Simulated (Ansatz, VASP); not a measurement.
## AlO5: VASP beside Ansatz

```
CELL_PARAMETERS angstrom
0.00000 2.96122 2.96122
2.96122 0.00000 2.96122
2.96122 2.96122 0.00000
ATOMIC_POSITIONS crystal
Al 0.00000 0.00000 0.00000
O 0.12396 0.62535 0.62535
O 0.62535 0.62535 0.62535
O 0.62535 0.12396 0.62535
O 0.62535 0.62535 0.12396
O 0.25000 0.25000 0.25000
```

Change from the starting cell: species swapped into the TmCu5 type (F-43m, No. 216).

Alike in both runs: functional PBE; k mesh 12 × 12 × 12; occupations gaussian, width 0.1 eV; collinear spin.

Ansatz relaxed the structure, and its values are those at the end. VASP's run is a single point on that final structure, the one shown.

|  | VASP | Ansatz |
| --- | --- | --- |
| version | VASP 6.6.1 | Ansatz 0.2.0 |
| potentials or method | VASP PAW PBE potentials, release 64 (Al, O), cutoff 520 eV | scalar-relativistic, plane waves, PAW |
| valence electrons in the cell | 33 | 33 |

```tsv
	VASP	Ansatz	Ansatz less VASP
gap on the k mesh at the Fermi level (eV)	none	none	-
pressure (GPa)	-0.3	0.0	+0.30
net moment per atom (μB)	0.48	0.48	0.000
size of the moment on the site where the two differ most (μB)	0.96	1.11	+0.143
```

Site moments also hang on the region over which each program counts them. A gap of «none» marks a metal or a gap that the smearing closes. With one functional, cell and mesh, what is left measures potentials, basis and numerics.
